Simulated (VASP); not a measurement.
Input of a VASP 6.6.1 run:

Contents of POSCAR:

```
ZnO
1.0
    3.2309097002      0.0000000000      0.0000000000
   -1.6154548501      2.7980498777      0.0000000000
    0.0000000000      0.0000000000      5.2156080707
Zn O
2 2
Direct
    0.3333333333      0.6666666667     -0.0166290136
    0.6666666667      0.3333333333      0.4833709864
    0.3333333333      0.6666666667      0.3986290136
    0.6666666667      0.3333333333      0.8986290136
```

File INCAR.step1:

```
SYSTEM = ZnO
  PREC = Accurate
  ENCUT = 520
  ISMEAR = 0
  SIGMA = 0.01
  LREAL = .False.
  LASPH = .True.
  NELM = 60
  NBANDS = 26
  GGA = PE
  ALGO = Normal
  EDIFF = 1E-4
  LWAVE = .True.
  LCHARG = .False.
```

INCAR.step2

```
SYSTEM = ZnO
  PREC = Accurate
  ENCUT = 520
  EDIFF = 1E-6
  ISMEAR = 0
  SIGMA = 0.01
  LREAL = .False.
  LASPH = .True.
  NELM = 60
  ALGO = Normal
  ISIF = 2
  LWAVE = .False.
  LCHARG = .True.
  METAGGA = R2SCAN
  LMIXTAU = .True.
  LELF = .True.
  LVHAR = .True.
  NBANDS = 26
  ISTART = 1
```

The input KPOINTS:

```
Automatic mesh
0
Gamma
  9 9 6
  0 0 0
```

Potentials or basis: VASP PAW PBE potentials, release 64 (Zn, O).

Command:

```console
$ cat potpaw_PBE.64/Zn/POTCAR potpaw_PBE.64/O/POTCAR > POTCAR
$ cp INCAR.step1 INCAR
$ mpirun -np 1 vasp_std > vasp.out
$ cp INCAR.step2 INCAR
$ mpirun -np 1 vasp_std > vasp.out
```

Q: What does it give for the largest force?

A: 0.673 eV/Å.

Q: What does it give for the band gap on the k mesh?

A: 1.25 eV.

Q: Estimate the pressure.

A: 3.6 GPa.

Stress tensor (GPa, compression positive):
```
 7.74  0.00  0.00
 0.00  7.74  0.00
 0.00  0.00 -4.75
```

Caveat: the cell differs from its parent crystal (atoms displaced along a vibrational mode); the cell stands under pressure; the PAW data sets were made with another functional, which shifts forces and pressure a little.
